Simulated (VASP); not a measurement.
Wanted: the native input for a VASP 6.6.1 run.

```yaml
Task: single point
Functional: PBE
Potentials_or_basis: VASP PAW PBE potentials, release 64 (S, Mg)
Cutoff: 520 eV
k_mesh: 9 × 9 × 9
Occupations: gaussian, width 0.015 eV
Spin: no spin polarisation
Dipole_correction: no
Further_INCAR_settings: ALGO = Normal; EDIFF = 1e-06; NBANDS = 11
```

The structure of MgS (Niningerite) lies in POSCAR:

```
MgS
1.0
    0.0000000000      2.6016500000      2.6016500000
    2.6016500000      0.0000000000      2.6016500000
    2.6016500000      2.6016500000      0.0000000000
S Mg
1 1
Direct
    0.5000000000      0.5000000000      0.5000000000
    0.0000000000      0.0000000000      0.0000000000
```

The input as run:

INCAR

```
SYSTEM = MgS
PREC = Accurate
ENCUT = 520
EDIFF = 1E-6
ISMEAR = 0
SIGMA = 0.015
LREAL = .False.
LASPH = .True.
NELM = 80
ALGO = Normal
ISIF = 2
LWAVE = .False.
LCHARG = .True.
GGA = PE
LELF = .True.
LVHAR = .True.
NBANDS = 11
```

KPOINTS

```
regular mesh
0
Gamma
  9 9 9
  0 0 0
```

Potentials or basis: VASP PAW PBE potentials, release 64 (S, Mg).

Launch:

```sh
$ cat potpaw_PBE.64/S/POTCAR potpaw_PBE.64/Mg/POTCAR > POTCAR
$ mpirun -np 1 vasp_std > vasp.out
```

It gave:

- Pressure: 0.9 GPa
- Band gap on the k mesh: 2.91 eV, indirect (least direct gap 3.71 eV)

Run time: 9.9 s on 1 thread of Intel(R) Xeon(R) Platinum 8375C CPU @ 2.90GHz (Ice Lake), with other jobs on the host, peak memory 0.16 GiB.
